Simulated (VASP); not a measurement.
# Re (I4/mmm) in VASP: electric field gradients with PBE

Aim: the electric field gradients of Re with PBE.

Everything below comes from runs of VASP 6.6.1. Logs are shortened: lines on timing, memory, paths and dates and some standing lists are left out, and cuts for length are marked.

## (1) The cell of the first run

It takes space group I4/mmm (No. 139, tetragonal). Conventional cell: a = 2.739 Å, b = 2.739 Å, c = 4.108 Å, α = 90.00°, β = 90.00°, γ = 90.00°. Re (site symmetry 4/mmm) has 12 Re at 2.74 to 2.82 Å within 3.6 Å.

## (2) Electric field gradients, PBE (z stretched by +4 % at fixed volume)

Contents of INCAR:

```
  ALGO = Normal
  EDIFF = 1E-8
  ENCUT = 410
  GGA = PE
  GGA_COMPAT = F
  ISIF = 2
  ISMEAR = -1
  LASPH = T
  LCHARG = F
  LEFG = T
  LREAL = F
  LWAVE = F
  NBANDS = 14
  NELM = 120
  PREC = Accurate
  SIGMA = 0.05
```

Contents of KPOINTS:

```
k-points
0
Gamma
  14 14 14
```

Contents of POSCAR:

```
Re
1.0
    0.0000000000      1.9366468345      2.0540000000
    1.9366468345      0.0000000000      2.0540000000
    1.9366468345      1.9366468345      0.0000000000
Re
1
Direct
    0.0000000000      0.0000000000      0.0000000000
```

Potentials or basis: VASP PAW PBE potentials, release 64 (Re_sv_GW).

Run with:

```console
$ cat potpaw_PBE.64/Re_sv_GW/POTCAR > POTCAR
$ mpirun -np 1 vasp_std > vasp.out
```

OUTCAR:

```text
EDIFF = 1E-8
   ENCUT = 410
   GGA = PE
   ISIF = 2
   ISMEAR = -1
   LASPH = T
   LREAL = F
   NELM = 120
   PREC = Accurate

 ion  position               nearest neighbor table
   1  0.000  0.000  0.000-

  LATTYP: Found a body centered tetragonal cell.
 ALAT       =     2.7388322189
 C/A-ratio  =     1.4999093306

  Lattice vectors:

 A1 = (  -1.9366468345,   0.0000000000,   2.0540000000)
 A2 = (   1.9366468345,   0.0000000000,   2.0540000000)
 A3 = (   0.0000000000,   1.9366468345,  -2.0540000000)

Analysis of symmetry for initial positions (statically):
=====================================================================
 Subroutine PRICEL returns:
 Original cell was already a primitive cell.

 Routine SETGRP: Setting up the symmetry group for a
 body centered tetragonal supercell.

 Subroutine GETGRP returns: Found 16 space group operations
 (whereof 16 operations were pure point group operations)
 out of a pool of 16 trial point group operations.

The static configuration has the point symmetry D_4h.

Analysis of symmetry for dynamics (positions and initial velocities):
=====================================================================
 Subroutine PRICEL returns:
 Original cell was already a primitive cell.

 Routine SETGRP: Setting up the symmetry group for a
 body centered tetragonal supercell.

 Subroutine GETGRP returns: Found 16 space group operations
 (whereof 16 operations were pure point group operations)
 out of a pool of 16 trial point group operations.

The dynamic configuration has the point symmetry D_4h.

 Subroutine INISYM returns: Found 16 space group operations
 (whereof 16 operations are pure point group operations),
 and found     1 'primitive' translations

----------------------------------------------------------------------------------------

                                     Primitive cell

  volume of cell :      15.4075

  direct lattice vectors                    reciprocal lattice vectors
     0.000000000  1.936646835  2.054000000    -0.258178203  0.258178203  0.243427459
     1.936646835  0.000000000  2.054000000     0.258178203 -0.258178203  0.243427459
     1.936646835  1.936646835  0.000000000     0.258178203  0.258178203 -0.243427459

  length of vectors
     2.823033291  2.823033291  2.738832219     0.438826728  0.438826728  0.438826728

  position of ions in fractional coordinates (direct lattice)
     0.000000000  0.000000000  0.000000000

  ion indices of the primitive-cell ions
   primitive index   ion index
                 1           1

----------------------------------------------------------------------------------------

 KPOINTS: k-points

Automatic generation of k-mesh.
 Grid dimensions read from file:
 generate k-points for:   14   14   14

 Generating k-lattice:

  Cartesian coordinates                     Fractional coordinates (reciprocal lattice)
    -0.018441300  0.018441300  0.017387676     0.071428571  0.000000000  0.000000000
     0.018441300 -0.018441300  0.017387676     0.000000000  0.071428571  0.000000000
     0.018441300  0.018441300 -0.017387676     0.000000000  0.000000000  0.071428571

  Length of vectors
     0.031344766  0.031344766  0.031344766

  Shift w.r.t. Gamma in fractional coordinates (k-lattice)
     0.000000000  0.000000000  0.000000000

 Subroutine IBZKPT returns following result:
 ===========================================

 Found    244 irreducible k-points:

 Following reciprocal coordinates:
            Coordinates               Weight
  0.000000  0.000000  0.000000      1.000000
  0.071429 -0.000000  0.000000      8.000000
  0.142857 -0.000000  0.000000      8.000000
  0.214286 -0.000000  0.000000      8.000000
  0.285714 -0.000000  0.000000      8.000000
  0.357143 -0.000000  0.000000      8.000000
[... 16 lines left out ...]
  0.214286  0.142857  0.000000      8.000000
  0.285714  0.142857  0.000000      8.000000
 [... further k-points ...]
   k-points           NKPTS =    244   k-points in BZ     NKDIM =    244   number of bands    NBANDS=     14
   number of dos      NEDOS =    301   number of ions     NIONS =      1
   total plane-waves  NPLWV =   7200
   dimension x,y,z NGX =    20 NGY =   20 NGZ =   18
   dimension x,y,z NGXF=    40 NGYF=   40 NGZF=   36
   ions per type =               1
   NGX,Y,Z   is equivalent  to a cutoff of  11.78, 11.78, 10.93 a.u.
   NGXF,Y,Z  is equivalent  to a cutoff of  23.56, 23.56, 21.85 a.u.
 SYSTEM =  unknown system
   PREC   = accura    normal or accurate (medium, high low for compatibility)
   ISTART =      0    job   : 0-new  1-cont  2-samecut
   ICHARG =      2    charge: 1-file 2-atom 10-const
   ISPIN  =      1    spin polarized calculation?
   LNONCOLLINEAR =      F non collinear calculations
   LSORBIT =      F    spin-orbit coupling
   LASPH  =      T    aspherical Exc in radial PAW
   ENCUT  =  410.0 eV  30.13 Ry    5.49 a.u.   4.66  4.66  4.52*2*pi/ulx,y,z
   NELM   =    120;   NELMIN=  2; NELMDL= -5     # of ELM steps
   EDIFF  = 0.1E-07   stopping-criterion for ELM
   LREAL  =      F    real-space projection
   EDIFFG = 0.1E-06   stopping-criterion for IOM
   NSW    =      0    number of steps for IOM
   IBRION =     -1    ionic relax: 0-MD 1-quasi-New 2-CG
   NFREE  =      0    steps in history (QN), initial steepest desc. (CG)
   ISIF   =      2    stress and relaxation
   ISYM   =      2    0-nonsym 1-usesym 2-fastsym
   POTIM  = 0.5000    time-step for ionic-motion
   TEBEG  =    0.0;   TEEND  =   0.0 temperature during run
   PSTRESS=    0.0 pullay stress
   NELECT =      15.0000    total number of electrons
   NUPDOWN=      -1.0000    fix difference up-down
   EMIN   =  10.00;   EMAX   =-10.00  energy-range for DOS
   EFERMI =   0.00;   METHOD = LEGACY
   ISMEAR =    -1;   SIGMA  =   0.05  broadening in eV -4-tet -1-fermi 0-gaus
   EFERMI_NEDOS =   21; number of points for ismear=-14 and -15
   IALGO  =     38    algorithm
   IMIX   =      4    mixing-type and parameters
     AMIX     =   0.40;   BMIX     =  1.00
     AMIX_MAG =   1.60;   BMIX_MAG =  1.00
  volume/ion in A,a.u.               =      15.41       103.97
  Fermi-wavevector in a.u.,A,eV,Ry     =   1.622538  3.066152 35.819090  2.632629
  Thomas-Fermi vector in A             =   2.716135
   LORBIT       =      0    0 simple, 1 ext, 2 COOP (PROOUT), +10 PAW based schemes
   GGA     = PE    functional components
   LHFCALC =     F    Hartree Fock is set to
   AEXX    =    0.0000 exact exchange contribution
   IVDW    =     0    specifies the selected vdW correction
   LEPSILON=     F    determine dielectric tensor
   LRPA    =     F    only Hartree local field effects (RPA)
 non-spin polarized calculation
  energy-cutoff  :      410.00
  volume of cell :       15.41
 maximum number of plane-waves:       302
   NGX =  9   NGY =  9   NGZ =  9

 number of electron      14.9999998 magnetization

 Free energy of the ion-electron system (eV)
  ---------------------------------------------------
  ext. energy  EPLUGINS =         0.00000000
  ---------------------------------------------------
  free energy    TOTEN  =       -13.93991686 eV

  energy without entropy =      -13.93084189  energy(sigma->0) =      -13.93537937

 E-fermi :  12.5716     XC(G=0): -13.9502

 val. band max:       12.5694531592   @ k =   0.1429   0.0714   0.0000
 cond. band min:      12.5739301240   @ k =  -0.4286   0.4286   0.0000
 fundamental gap:      0.0044769648
 Fermi energy:        12.5716438690

 k-point     1 :       0.0000    0.0000    0.0000
  band No.  band energies     occupation
      1     -67.5887      2.00000
      2     -28.9416      2.00000
      3     -28.9026      2.00000
      4     -28.9026      2.00000
      5       2.7403      2.00000
      6      10.2221      2.00000
      7      11.0643      2.00000
      8      11.0643      2.00000
      9      13.1339      0.00003
     10      14.2950      0.00000
     11      25.6292      0.00000
     12      29.7133      0.00000
     13      31.5538      0.00000
     14      31.5538      0.00000

 k-point     2 :       0.0714   -0.0000    0.0000
  band No.  band energies     occupation
      1     -67.5839      2.00000
      2     -28.9759      2.00000
      3     -28.9323      2.00000
      4     -28.9075      2.00000
      5       2.9676      2.00000
      6      10.2508      2.00000
      7      10.9795      2.00000
      8      11.1682      2.00000
      9      13.0832      0.00007
     10      14.1853      0.00000
[... 362 lines left out ...]
 k-point    24 :       0.2857    0.1429    0.0000
  band No.  band energies     occupation
      1     -67.5374      2.00000
      2     -29.4251      2.00000
      3     -29.0552      2.00000
      4     -29.0179      2.00000
      5       5.3718      2.00000
      6       9.0257      2.00000
      7      10.6592      2.00000
      8      12.3077      1.98986
      9      13.3507      0.00000
     10      14.9782      0.00000
     11      27.4447      0.00000
     12      29.8077      0.00000
     13      32.3846      0.00000
     14      32.5770      0.00000

 [... further k-points ...]
[... 5 lines left out ...]
  --------------------------------------------------------------------------------------
  -------------------------------------------------------------------------------------
  Total       -0.4515083     -0.4515083     -1.9329137      0.0000000      0.0000000      0.0000000
  in kB      -46.9510150    -46.9510150   -200.9980066      0.0000000      0.0000000      0.0000000
  external PRESSURE =     -98.3000122 kB  Pullay stress =       0.0000000 kB

 VOLUME and BASIS-vectors are now :
 -----------------------------------------------------------------------------
  energy-cutoff  :      410.00
  volume of cell :       15.41
      direct lattice vectors                 reciprocal lattice vectors
     0.000000000  1.936646835  2.054000000    -0.258178203  0.258178203  0.243427459
     1.936646835  0.000000000  2.054000000     0.258178203 -0.258178203  0.243427459
     1.936646835  1.936646835  0.000000000     0.258178203  0.258178203 -0.243427459

 POSITION                                       TOTAL-FORCE (eV/Angst)
 -----------------------------------------------------------------------------------
      0.00000      0.00000      0.00000         0.000000     -0.000000      0.000000
 -----------------------------------------------------------------------------------
    total drift:                                0.000000      0.000000     -0.000000

  FREE ENERGIE OF THE ION-ELECTRON SYSTEM (eV)
  ---------------------------------------------------
  free  energy   TOTEN  =       -13.9399168604 eV

  energy  without entropy=      -13.9308418858  energy(sigma->0) =      -13.93537937

 Electric field gradients (V/A^2)
---------------------------------------------------------------------
 ion       V_xx      V_yy      V_zz      V_xy      V_xz      V_yz
---------------------------------------------------------------------
   1      17.475    17.475   -34.951    -0.003     0.001     0.001
---------------------------------------------------------------------

 Electric field gradients after diagonalization (V/A^2)
 (convention: |V_zz| > |V_xx| > |V_yy|)
----------------------------------------------------------------------
 ion       V_xx      V_yy      V_zz     asymmetry (V_yy - V_xx)/ V_zz
----------------------------------------------------------------------
   1      17.478    17.473   -34.951       0.000
----------------------------------------------------------------------

           NMR quadrupolar parameters

 Cq : quadrupolar parameter    Cq=e*Q*V_zz/h
 eta: asymmetry parameters     (V_yy - V_xx)/ V_zz
 Q  : nuclear electric quadrupole moment in mb (millibarn)
----------------------------------------------------------------------
 ion       Cq(MHz)       eta       Q (mb)
----------------------------------------------------------------------
   1      -0.085       0.000       1.000
----------------------------------------------------------------------
```

Wall time 24 s (1 thread of Intel Xeon Platinum 8559C (Emerald Rapids), shared host); peak memory 0.15 GiB.

Results:

- Free energy: -13.9399 eV
- Pressure: -9.8 GPa
- Band gap on the k mesh: zero (an odd number of electrons rules out a gap without spin polarisation)
- Largest electric field gradient by atom: Re -35.0 V/Å²

Electric field gradients, principal values (V/Å²):
```tsv
atom	least	middle	greatest (by size)
1 Re	17.473	17.478	-34.951
```

Caveat: the stress differs along the axes, from -20 to -5 GPa; without QUAD_EFG the Cq values of the log hold for a quadrupole moment of 1 mb, not for the nuclei; spin-orbit coupling is left out, which moves the levels of the heavy elements.
